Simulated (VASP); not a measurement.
Write the native input for VASP 6.6.1 that does the following.

- Task: single point
- Functional: RPBE
- Dispersion: D3(BJ)
- Potentials or basis: VASP PAW PBE potentials, release 64 (Te, Sn_d)
- Cutoff: 520 eV
- k mesh: 7 × 7 × 7
- Occupations: fermi-dirac, width 0.05 eV
- Spin: no spin polarisation
- Dipole correction: no
- Further INCAR settings: ALGO = Normal; EDIFF = 1e-07; NBANDS = 17

The structure of SnTe lies in POSCAR:

```
SnTe
1.0
    0.0000000000      2.9361521575      2.9361521575
    2.9361521575      0.0000000000      2.9361521575
    2.9361521575      2.9361521575      0.0000000000
Te Sn
1 1
Direct
    0.5000000000      0.5000000000      0.5000000000
    0.0000000000      0.0000000000      0.0000000000
```

These files were run (other wordings do the same):

INCAR

```
ALGO     = Normal         # electronic algorithm
EDIFF    = 1E-7           # SCF threshold, eV
ENCUT    = 520            # plane-wave cutoff, eV
GGA      = RP             # functional
ISIF     = 2              # what is computed and relaxed
ISMEAR   = -1             # smearing method
IVDW     = 12             # dispersion correction
LASPH    = True           # aspherical terms in the spheres
LCHARG   = False          # write CHGCAR
LREAL    = False          # projectors in reciprocal space
LWAVE    = False          # write WAVECAR
NBANDS   = 17             # bands
NELM     = 60             # most SCF steps
PREC     = Accurate       # precision mode
SIGMA    = 0.05           # smearing width, eV
```

KPOINTS

```
k-points
0
Gamma
  7 7 7
```

Potentials or basis: VASP PAW PBE potentials, release 64 (Te, Sn_d).

The run is started by

```bash
$ cat potpaw_PBE.64/Te/POTCAR potpaw_PBE.64/Sn_d/POTCAR > POTCAR
$ mpirun -np 1 vasp_std > vasp.out
```

Results of the run:

```yaml
Pressure: 0.0 GPa
Dispersion_energy_per_atom: -2.429 eV
```

Caveat: the PAW data sets were made with another functional, which shifts forces and pressure a little.

Run time: 16 s on 1 thread of AMD EPYC 7R43 64-Core Processor (Zen 3) (shared host), peak memory 0.16 GiB.
